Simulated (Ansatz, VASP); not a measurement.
## Two plane-wave programs on ZrB2

File INCAR:

```
SYSTEM = ZrB2
PREC = Accurate ; ENCUT = 520
EDIFF = 1E-6 ; ISMEAR = 0
SIGMA = 0.15 ; LREAL = .FALSE.
LASPH = .TRUE. ; NELM = 80
ALGO = Normal ; ISIF = 2
LWAVE = .FALSE. ; LCHARG = .FALSE.
GGA = PS ; NBANDS = 16
```

KPOINTS

```
regular mesh
0
G
  15 15 12
  0 0 0
```

POSCAR

```
ZrB2
1.0
    3.2179000000      0.0000000000      0.0000000000
   -1.6089500000      2.7867831468      0.0000000000
    0.0000000000      0.0000000000      3.6821000000
Zr B
1 2
Direct
    0.0000000000      0.0000000000      0.0000000000
    0.3333333333      0.6666666667      0.5000000000
    0.6666666667      0.3333333333      0.5000000000
```

Input for Ansatz:

```yaml
crystal:
  lattice:
    - [3.2179, 0.0, 0.0]
    - [-1.60895, 2.7867831468, 0.0]
    - [0.0, 0.0, 3.6821]
  atoms:
    - { symbol: Zr, position: [0.0, 0.0, 0.0] }
    - { symbol: B, position: [0.3333333333, 0.6666666667, 0.5] }
    - { symbol: B, position: [0.6666666667, 0.3333333333, 0.5] }
basis:
  ecutwfc: 520.0
kpoints:
  mp_grid: { grid: [15, 15, 12] }
hamiltonian:
  xc: pbesol
scf:
  occupations: { method: gaussian, width: 0.15 }
output:
  forces: true
  stress: true
  eigenvalues: true
```

Alike in both runs: task single point; functional PBEsol; k mesh 15 × 15 × 12; occupations gaussian, width 0.15 eV; no spin polarisation.

```csv
,VASP,Ansatz
version,VASP 6.6.1,Ansatz 0.2.0
potentials or method,"VASP PAW PBE potentials, release 64 (Zr_sv, B), cutoff 520 eV","scalar-relativistic, plane waves, PAW"
valence electrons in the cell,18,18
```

VASP gave:

| Quantity | Value |
| --- | --- |
| gap on the k mesh at the Fermi level (eV) | none |
| pressure (GPa) | -17.9 |
| traceless stress, the component that is largest in VASP (GPa) | -4.48 |

Question: Which values does Ansatz return?

Answer: gap on the k mesh at the Fermi level (eV): none; pressure (GPa): -18.1; traceless stress, the component that is largest in VASP (GPa): -4.46.

VASP's potentials were made for PBE, not for PBEsol. A gap of «none» marks a metal or a gap that the smearing closes.
